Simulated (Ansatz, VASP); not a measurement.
This is a calculation of C for VASP 6.6.1.

File INCAR:

```
SYSTEM = C
ALGO = Normal
EDIFF = 1E-6
ENCUT = 520
GGA = PE
ISIF = 2
ISMEAR = 0
LASPH = .True.
LCHARG = .True.
LELF = .True.
LREAL = .False.
LVHAR = .True.
LWAVE = .False.
NBANDS = 36
NELM = 80
PREC = Accurate
SIGMA = 0.015
```

Contents of KPOINTS:

```
k-points
0
Gamma
  12 12 3
  0 0 0
```

File POSCAR:

```
C
1.0
    2.5221000000      0.0000000000      0.0000000000
   -1.2610500000      2.1842026709      0.0000000000
    0.0000000000      0.0000000000     12.3557000000
C
12
Direct
    0.6666666667      0.3333333333      0.3541700000
    0.3333333333      0.6666666667      0.8541700000
    0.6666666667      0.3333333333      0.1458300000
    0.3333333333      0.6666666667      0.6458300000
    0.6666666667      0.3333333333      0.4791700000
    0.3333333333      0.6666666667      0.9791700000
    0.6666666667      0.3333333333      0.0208300000
    0.3333333333      0.6666666667      0.5208300000
    0.0000000000      0.0000000000      0.8125000000
    0.0000000000      0.0000000000      0.3125000000
    0.0000000000      0.0000000000      0.6875000000
    0.0000000000      0.0000000000      0.1875000000
```

Potentials or basis: VASP PAW PBE potentials, release 64 (C).

Launch:

```bash
$ cat potpaw_PBE.64/C/POTCAR > POTCAR
$ mpirun -np 1 vasp_std > vasp.out
```

Task: Translate it to Ansatz 0.2.0. Potentials there: Ansatz PAW.

Result: As run (the cutoff follows the program's own potentials):

input.yaml

```yaml
crystal:
  lattice:
    - [2.5221, 0.0, 0.0]
    - [-1.26105, 2.1842026709, 0.0]
    - [0.0, 0.0, 12.3557]
  atoms:
    - { symbol: C, position: [0.6666666667, 0.3333333333, 0.35417] }
    - { symbol: C, position: [0.3333333333, 0.6666666667, 0.85417] }
    - { symbol: C, position: [0.6666666667, 0.3333333333, 0.14583] }
    - { symbol: C, position: [0.3333333333, 0.6666666667, 0.64583] }
    - { symbol: C, position: [0.6666666667, 0.3333333333, 0.47917] }
    - { symbol: C, position: [0.3333333333, 0.6666666667, 0.97917] }
    - { symbol: C, position: [0.6666666667, 0.3333333333, 0.02083] }
    - { symbol: C, position: [0.3333333333, 0.6666666667, 0.52083] }
    - { symbol: C, position: [0.0, 0.0, 0.8125] }
    - { symbol: C, position: [0.0, 0.0, 0.3125] }
    - { symbol: C, position: [0.0, 0.0, 0.6875] }
    - { symbol: C, position: [0.0, 0.0, 0.1875] }
hamiltonian:
  xc: pbe
  pseudopotentials: { kind: paw }
kpoints:
  mp_grid: { grid: [12, 12, 3] }
scf:
  occupations: { method: gaussian, width: 0.015 }
output:
  forces: true
  stress: true
  eigenvalues: true
```

Potentials or basis: Ansatz PAW.

The run is started by

```console
$ ansatz run input.yaml --threads 4 --pin off --max-ram 11264MiB --backend cpu --events-out ev --progress --plain --runs-dir out
```

Both were run:

|  | VASP | Ansatz | Ansatz less VASP |
| --- | --- | --- | --- |
| gap on the k mesh at the Fermi level (eV) | 4.38 | 4.39 | +0.008 |
| least direct gap on the mesh (eV) | 5.30 | 5.31 | +0.006 |
| pressure (GPa) | 2.7 | 2.1 | -0.67 |
| traceless stress, the component that is largest in VASP (GPa) | 5.45 | 5.45 | 0.000 |
| rms of the force components (eV/Å) | 0.152 | 0.151 | -0.0002 |

Atom by atom the forces differ by 0.001 eV/Å (rms over components). The functional is the same, so the differences come from potentials, cutoffs and numerics.

Noted on Ansatz's run: Pulay correction over one GPa; odd divisions of the mesh miss points on the zone boundary, where band edges often lie, so the gap on the mesh can be too wide.
